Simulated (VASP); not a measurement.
# CdTe (F-43m) in VASP: further runs

Runs on CdTe. Level: r2SCAN0. Tasks: single point.

Everything below comes from runs of VASP 6.6.1. Logs are shortened: lines on timing, memory, paths and dates and some standing lists are left out, and cuts for length are marked.

## 1. The cell of the first run

The structure is cubic, space group F-43m (No. 216). The conventional cell has a = 6.279 Å, b = 6.279 Å, c = 6.279 Å, α = 90.00°, β = 90.00°, γ = 90.00°. Te (site symmetry -43m) has 4 Cd at 2.72 Å within 3.6 Å. Cd (site symmetry -43m) has 4 Te at 2.72 Å within 3.6 Å.

## 2. Single point, r2SCAN0

The input, POSCAR:

```
CdTe
1.0
    0.0000000000      3.1395734784      3.1395734784
    3.1395734784      0.0000000000      3.1395734784
    3.1395734784      3.1395734784      0.0000000000
Te Cd
1 1
Direct
    0.7500000000      0.7500000000      0.7500000000
    0.0000000000      0.0000000000      0.0000000000
```

The input, INCAR.step1:

```
PREC     = Accurate       # precision mode
ENCUT    = 520            # plane-wave cutoff, eV
EDIFF    = 1E-5           # SCF threshold, eV
ISMEAR   = -1             # smearing method
SIGMA    = 0.05           # smearing width, eV
LREAL    = False          # projectors in reciprocal space
LASPH    = True           # aspherical terms in the spheres
NELM     = 80             # most SCF steps
ALGO     = Normal         # electronic algorithm
ISIF     = 2              # what is computed and relaxed
LWAVE    = True           # write WAVECAR
LCHARG   = False          # write CHGCAR
GGA      = PE             # functional
NBANDS   = 16             # bands
```

The input, INCAR.step2:

```
PREC     = Accurate       # precision mode
ENCUT    = 520            # plane-wave cutoff, eV
EDIFF    = 1E-6           # SCF threshold, eV
ISMEAR   = -1             # smearing method
SIGMA    = 0.05           # smearing width, eV
LREAL    = False          # projectors in reciprocal space
LASPH    = True           # aspherical terms in the spheres
NELM     = 80             # most SCF steps
ALGO     = Normal         # electronic algorithm
ISIF     = 2              # what is computed and relaxed
LWAVE    = False          # write WAVECAR
LCHARG   = False          # write CHGCAR
METAGGA  = R2SCAN         # meta-GGA
LHFCALC  = True           # exact exchange
AEXX     = 0.25           # exact-exchange fraction
LMIXTAU  = True         
PRECFOCK = Normal       
ISTART   = 1            
NBANDS   = 16             # bands
```

The input, KPOINTS:

```
Automatic mesh
0
Gamma
  4 4 4
```

Potentials or basis: VASP PAW PBE potentials, release 64 (Te, Cd).

Command:

```bash
> cat potpaw_PBE.64/Te/POTCAR potpaw_PBE.64/Cd/POTCAR > POTCAR
> cp INCAR.step1 INCAR
> mpirun -np 1 vasp_std > vasp.out
> cp INCAR.step2 INCAR
> mpirun -np 1 vasp_std > vasp.out
```

OUTCAR:

```text
PREC = Accurate
   ENCUT = 520
   EDIFF = 1E-6
   ISMEAR = -1
   LREAL = False
   LASPH = True
   NELM = 80
   ISIF = 2
   METAGGA = R2SCAN
   LHFCALC = True
   AEXX = 0.25
   PRECFOCK = Normal
   ISTART = 1

 ion  position               nearest neighbor table
   1  0.750  0.750  0.750-   2 2.72   2 2.72   2 2.72   2 2.72
   2  0.000  0.000  0.000-   1 2.72   1 2.72   1 2.72   1 2.72

  LATTYP: Found a face centered cubic cell.
 ALAT       =     6.2791469568

  Lattice vectors:

 A1 = (   0.0000000000,   3.1395734784,   3.1395734784)
 A2 = (   3.1395734784,   0.0000000000,   3.1395734784)
 A3 = (   3.1395734784,   3.1395734784,   0.0000000000)

Analysis of symmetry for initial positions (statically):
=====================================================================
 Subroutine PRICEL returns:
 Original cell was already a primitive cell.

 Routine SETGRP: Setting up the symmetry group for a
 face centered cubic supercell.

 Subroutine GETGRP returns: Found 24 space group operations
 (whereof 24 operations were pure point group operations)
 out of a pool of 48 trial point group operations.

The static configuration has the point symmetry T_d .

Analysis of symmetry for dynamics (positions and initial velocities):
=====================================================================
 Subroutine PRICEL returns:
 Original cell was already a primitive cell.

 Routine SETGRP: Setting up the symmetry group for a
 face centered cubic supercell.

 Subroutine GETGRP returns: Found 24 space group operations
 (whereof 24 operations were pure point group operations)
 out of a pool of 48 trial point group operations.

The dynamic configuration has the point symmetry T_d .

 Subroutine INISYM returns: Found 24 space group operations
 (whereof 24 operations are pure point group operations),
 and found     1 'primitive' translations

----------------------------------------------------------------------------------------

                                     Primitive cell

[... 72 lines left out ...]
   NELM   =     80;   NELMIN=  2; NELMDL=  0     # of ELM steps
   EDIFF  = 0.1E-05   stopping-criterion for ELM
   LREAL  =      F    real-space projection
   EDIFFG = 0.1E-04   stopping-criterion for IOM
   NSW    =      0    number of steps for IOM
   IBRION =     -1    ionic relax: 0-MD 1-quasi-New 2-CG
   NFREE  =      0    steps in history (QN), initial steepest desc. (CG)
   ISIF   =      2    stress and relaxation
   ISYM   =      3    0-nonsym 1-usesym 2-fastsym
   POTIM  = 0.5000    time-step for ionic-motion
   TEBEG  =    0.0;   TEEND  =   0.0 temperature during run
   PSTRESS=    0.0 pullay stress
   NELECT =      18.0000    total number of electrons
   NUPDOWN=      -1.0000    fix difference up-down
   EMIN   =  10.00;   EMAX   =-10.00  energy-range for DOS
   EFERMI =   0.00;   METHOD = LEGACY
   ISMEAR =    -1;   SIGMA  =   0.05  broadening in eV -4-tet -1-fermi 0-gaus
   EFERMI_NEDOS =   21; number of points for ismear=-14 and -15
   IALGO  =     38    algorithm
   IMIX   =      1    mixing-type and parameters
     AMIX     =   0.40;   BMIX     =  1.00
     AMIX_MAG =   1.60;   BMIX_MAG =  1.00
  volume/ion in A,a.u.               =      30.95       208.84
  Fermi-wavevector in a.u.,A,eV,Ry     =   1.084638  2.049670 16.006447  1.176441
  Thomas-Fermi vector in A             =   2.220733
   LORBIT       =      0    0 simple, 1 ext, 2 COOP (PROOUT), +10 PAW based schemes
   METAGGA = R2SCAN    functional components
   LHFCALC =     T    Hartree Fock is set to
   PRECFOCK=normal    Normal, Fast or Accurate (Low or Medium for compatibility)
   ENCUT4O =  -1.0   cutoff for four orbital integrals eV
   NKREDX  =     1    reduce k-point grid by
   NKREDY  =     1    reduce k-point grid by
   NKREDZ  =     1    reduce k-point grid by
   AEXX    =    0.2500 exact exchange contribution
   HFSCREEN=    0.0000 screening length (either q_TF or 0.3 A-1)
   HFSCREENC=   0.0000 screening length for correlation (either q_TF or 0.3 A-1)
   ENCUTFOCK=  -1.0 apply spherical cutoff to Coloumb kernel
   IVDW    =     0    specifies the selected vdW correction
   LEPSILON=     F    determine dielectric tensor
   LRPA    =     F    only Hartree local field effects (RPA)
 non-spin polarized calculation
  energy-cutoff  :      520.00
  volume of cell :       61.89
 maximum number of plane-waves:      1700
 NGX is ok and might be reduce to    36
  NGX = 28; NGY = 28; NGZ = 28

 number of electron      18.0000003 magnetization

 Free energy of the ion-electron system (eV)
  ---------------------------------------------------
  ext. energy  EPLUGINS =         0.00000000
  ---------------------------------------------------
  free energy    TOTEN  =       -37.99421452 eV

  energy without entropy =      -37.99421452  energy(sigma->0) =      -37.99421452

 E-fermi :   3.3743     XC(G=0):  -7.4694

 val. band max:        2.2436266780   @ k =   0.0000   0.0000   0.0000
 cond. band min:       5.1369336219   @ k =   0.0000   0.0000   0.0000
 fundamental gap:      2.8933069440
 Fermi energy:         3.3742807421

 k-point     1 :       0.0000    0.0000    0.0000
  band No.  band energies     occupation
      1     -10.8376      2.00000
      2      -7.9615      2.00000
      3      -7.9615      2.00000
      4      -7.9615      2.00000
      5      -7.6005      2.00000
      6      -7.6005      2.00000
[... 129 lines left out ...]
      3      -7.7883      2.00000
      4      -7.6436      2.00000
      5      -7.6036      2.00000
      6      -6.6895      2.00000
[... 8 lines left out ...]
     15      16.1016      0.00000
     16      16.2266      0.00000

------------------------ aborting loop because EDIFF is reached ----------------------------------------

  FORCE on cell =-STRESS in cart. coord.  units (eV):
  Direction    XX          YY          ZZ          XY          YZ          ZX
  --------------------------------------------------------------------------------------
  -------------------------------------------------------------------------------------
  Total        2.5981344      2.5981344      2.5981344     -0.0000000      0.0000000     -0.0000000
  in kB       67.2558769     67.2558769     67.2558769     -0.0000000      0.0000000     -0.0000000
  external PRESSURE =      67.2558769 kB  Pullay stress =       0.0000000 kB

 VOLUME and BASIS-vectors are now :
 -----------------------------------------------------------------------------
  energy-cutoff  :      520.00
  volume of cell :       61.89
      direct lattice vectors                 reciprocal lattice vectors
     0.000000000  3.139573478  3.139573478    -0.159257301  0.159257301  0.159257301
     3.139573478  0.000000000  3.139573478     0.159257301 -0.159257301  0.159257301
     3.139573478  3.139573478  0.000000000     0.159257301  0.159257301 -0.159257301

 POSITION                                       TOTAL-FORCE (eV/Angst)
 -----------------------------------------------------------------------------------
      4.70936      4.70936      4.70936         0.000000      0.000000     -0.000000
      0.00000      0.00000      0.00000        -0.000000     -0.000000      0.000000
 -----------------------------------------------------------------------------------
    total drift:                               -0.000031     -0.000032     -0.000021

  FREE ENERGIE OF THE ION-ELECTRON SYSTEM (eV)
  ---------------------------------------------------
  free  energy   TOTEN  =       -37.9942145238 eV

  energy  without entropy=      -37.9942145238  energy(sigma->0) =      -37.99421452
```

OUTCAR.step1:

```text
PREC = Accurate
   ENCUT = 520
   EDIFF = 1E-5
   ISMEAR = -1
   LREAL = False
[... 355 lines left out ...]
      4.70936      4.70936      4.70936         0.000000      0.000000      0.000000
      0.00000      0.00000      0.00000        -0.000000     -0.000000     -0.000000
 -----------------------------------------------------------------------------------
    total drift:                                0.000000      0.000000      0.000000

  FREE ENERGIE OF THE ION-ELECTRON SYSTEM (eV)
  ---------------------------------------------------
  free  energy   TOTEN  =        -4.5002296970 eV

  energy  without entropy=       -4.5002280952  energy(sigma->0) =       -4.50022890
```

OSZICAR.step1:

```text
N       E                     dE             d eps       ncg     rms          rms(c)
DAV:   1     0.940712766337E+02    0.94071E+02   -0.88901E+03   264   0.101E+03
DAV:   2    -0.149380306833E+01   -0.95565E+02   -0.91262E+02   288   0.230E+02
DAV:   3    -0.471262414085E+01   -0.32188E+01   -0.32135E+01   328   0.434E+01
DAV:   4    -0.474290138852E+01   -0.30277E-01   -0.30276E-01   408   0.369E+00
DAV:   5    -0.474295938460E+01   -0.57996E-04   -0.57997E-04   320   0.161E-01    0.684E+00
DAV:   6    -0.451749920124E+01    0.22546E+00   -0.38757E-01   328   0.806E+00    0.537E+00
DAV:   7    -0.449878377996E+01    0.18715E-01   -0.13215E-01   272   0.241E+00    0.192E+00
DAV:   8    -0.449977421692E+01   -0.99044E-03   -0.13878E-02   304   0.138E+00    0.548E-01
DAV:   9    -0.450010611329E+01   -0.33190E-03   -0.99153E-04   296   0.347E-01    0.147E-01
DAV:  10    -0.450019111011E+01   -0.84997E-04   -0.13074E-04   328   0.980E-02    0.528E-02
DAV:  11    -0.450023026182E+01   -0.39152E-04   -0.62987E-05   264   0.579E-02    0.217E-02
DAV:  12    -0.450022969699E+01    0.56483E-06   -0.29414E-06   208   0.184E-02
   1 F= -.45002297E+01 E0= -.45002289E+01  d E =-.160177E-05
```

Wall time 21 min (1 thread of Intel Xeon 8259CL, shared host); peak memory 0.23 GiB.

Results:

- Free energy: -37.9942 eV
- Pressure: 6.7 GPa
- Band gap on the k mesh: 2.89 eV

Caveat: the k points lie up to 0.43 Å⁻¹ apart; the PAW data sets were made with another functional, which shifts forces and pressure a little; spin-orbit coupling is left out, which moves the levels of the heavy elements.

## 3. Single point, r2SCAN0

This run uses another cell than the first one, of 31.60 Å³/atom.

The input, POSCAR:

```
CdTe
1.0
    0.0000000000      3.1616838793      3.1616838793
    3.1616838793      0.0000000000      3.1616838793
    3.1616838793      3.1616838793      0.0000000000
Te Cd
1 1
Direct
    0.7500000000      0.7500000000      0.7500000000
    0.0000000000      0.0000000000      0.0000000000
```

The input, INCAR.step1:

```
PREC     = Accurate       # precision mode
ENCUT    = 520            # plane-wave cutoff, eV
EDIFF    = 1E-5           # SCF threshold, eV
ISMEAR   = -1             # smearing method
SIGMA    = 0.05           # smearing width, eV
LREAL    = F              # projectors in reciprocal space
LASPH    = T              # aspherical terms in the spheres
NELM     = 80             # most SCF steps
ALGO     = Normal         # electronic algorithm
ISIF     = 2              # what is computed and relaxed
LWAVE    = T              # write WAVECAR
LCHARG   = F              # write CHGCAR
GGA      = PE             # functional
NBANDS   = 16             # bands
```

The input, INCAR.step2:

```
PREC     = Accurate       # precision mode
ENCUT    = 520            # plane-wave cutoff, eV
EDIFF    = 1E-6           # SCF threshold, eV
ISMEAR   = -1             # smearing method
SIGMA    = 0.05           # smearing width, eV
LREAL    = F              # projectors in reciprocal space
LASPH    = T              # aspherical terms in the spheres
NELM     = 80             # most SCF steps
ALGO     = Normal         # electronic algorithm
ISIF     = 2              # what is computed and relaxed
LWAVE    = F              # write WAVECAR
LCHARG   = F              # write CHGCAR
METAGGA  = R2SCAN         # meta-GGA
LHFCALC  = T              # exact exchange
AEXX     = 0.25           # exact-exchange fraction
LMIXTAU  = T            
PRECFOCK = Normal       
ISTART   = 1            
NBANDS   = 16             # bands
```

KPOINTS is that of step 2.

Potentials or basis: VASP PAW PBE potentials, release 64 (Te, Cd).

Command:

```bash
> cat potpaw_PBE.64/Te/POTCAR potpaw_PBE.64/Cd/POTCAR > POTCAR
> cp INCAR.step1 INCAR
> mpirun -np 1 vasp_std > vasp.out
> cp INCAR.step2 INCAR
> mpirun -np 1 vasp_std > vasp.out
```

Wall time 18 min (1 thread of Intel Xeon 8259CL, shared host); peak memory 0.22 GiB.

It converged, with:

| Property | Result |
| --- | --- |
| Free energy | -38.0437 eV |
| Pressure | 5.3 GPa |
| Band gap on the k mesh | 2.82 eV |

Levels at points of the mesh, in eV from the valence-band top:
```tsv
k point	band 6	band 7	band 8	band 9	band 10	band 11	band 12	band 13
(0.00, 0.00, 0.00)	-9.78	0.00	0.00	0.00	2.82	6.42	6.42	6.42
(0.50, 0.00, 0.00)	-9.24	-5.35	-0.98	-0.98	3.68	7.00	7.00	8.91
(0.50, 0.50, 0.00)	-9.01	-5.11	-2.35	-2.35	3.95	4.34	11.62	11.99
```

Caveat: the k points lie up to 0.43 Å⁻¹ apart; the PAW data sets were made with another functional, which shifts forces and pressure a little; spin-orbit coupling is left out, which moves the levels of the heavy elements.
